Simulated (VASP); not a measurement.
Here is a VASP 6.6.1 calculation.

INCAR

```
SYSTEM = PtSe2
PREC = Accurate
ENCUT = 600
EDIFF = 1E-6
ISMEAR = 0
SIGMA = 0.1
LREAL = .False.
LASPH = .True.
NELM = 100
ALGO = Normal
ISIF = 3
LWAVE = .False.
LCHARG = .False.
GGA = PS
IBRION = 2
NSW = 70
EDIFFG = -0.005
```

File KPOINTS:

```
Automatic mesh
0
Gamma
  15 15 10
  0 0 0
```

The input POSCAR:

```
PtSe2
1.0
    3.7714571397      0.0000000000      0.0000000000
   -1.8857285698      3.2661776923      0.0000000000
    0.0000000000      0.0000000000      4.8233068483
Pt Se
1 2
Direct
    0.0000000000      0.0000000000      0.0000000000
    0.3333333333      0.6666666667      0.2654558733
    0.6666666667      0.3333333333      0.7345441267
```

Potentials or basis: VASP PAW PBE potentials, release 64 (Pt, Se).

Run with:

```bash
$ cat potpaw_PBE.64/Pt/POTCAR potpaw_PBE.64/Se/POTCAR > POTCAR
$ mpirun -np 1 vasp_std > vasp.out
```

(1) What does it give for the space group after relaxing (to 0.05 Å)?

(2) Estimate the band gap on the k mesh.

## Answers

(1) P-3m1 (No. 164).

(2) zero (band 11 reaches 7.31 eV, above the bottom of band 12 at 6.47 eV).

Caveat: spin-orbit coupling is left out, which moves the levels of the heavy elements.
